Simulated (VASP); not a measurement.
Write the native input for VASP 6.6.1 that does the following.

```
Task                   : single point
Functional             : PBEsol
Potentials or basis    : VASP PAW PBE potentials, release 64 (Ta_pv, N)
Cutoff                 : 520 eV
k mesh                 : 13 × 13 × 11
Occupations            : fermi-dirac, width 0.05 eV
Spin                   : no spin polarisation
Dipole correction      : no
Further INCAR settings : ALGO = Normal; EDIFF = 1e-06; NBANDS = 15
```

The structure of TaN lies in POSCAR:

```
TaN
1.0
    2.9399421781      0.0000000000      0.0000000000
   -1.4699710891      2.5460646119      0.0000000000
    0.0000000000      0.0000000000      2.8901750800
Ta N
1 1
Direct
    0.0000000000      0.0000000000      0.5000000000
    0.6666666667      0.3333333333      0.0000000000
```

One way to write it, as run:

INCAR

```
  PREC = Accurate
  ENCUT = 520
  EDIFF = 1E-6
  ISMEAR = -1
  SIGMA = 0.05
  LREAL = False
  LASPH = True
  NELM = 100
  ALGO = Normal
  ISIF = 2
  LWAVE = False
  LCHARG = False
  GGA = PS
  NBANDS = 15
```

KPOINTS

```
regular mesh
0
Gamma
  13 13 11
```

Potentials or basis: VASP PAW PBE potentials, release 64 (Ta_pv, N).

The run is started by

```console
$ cat potpaw_PBE.64/Ta_pv/POTCAR potpaw_PBE.64/N/POTCAR > POTCAR
$ mpirun -np 1 vasp_std > vasp.out
```

It gave:

```json
{"Pressure": "-5.4 GPa", "Band gap on the k mesh": "zero (band 8 reaches 8.13 eV, above the bottom of band 9 at 7.96 eV)"}
```

Caveat: the PAW data sets were made with another functional, which shifts forces and pressure a little; spin-orbit coupling is left out, which moves the levels of the heavy elements.

Wall time 19 s on 1 thread of Intel Xeon 6975P-C, with other jobs on the host, peak memory 0.17 GiB.
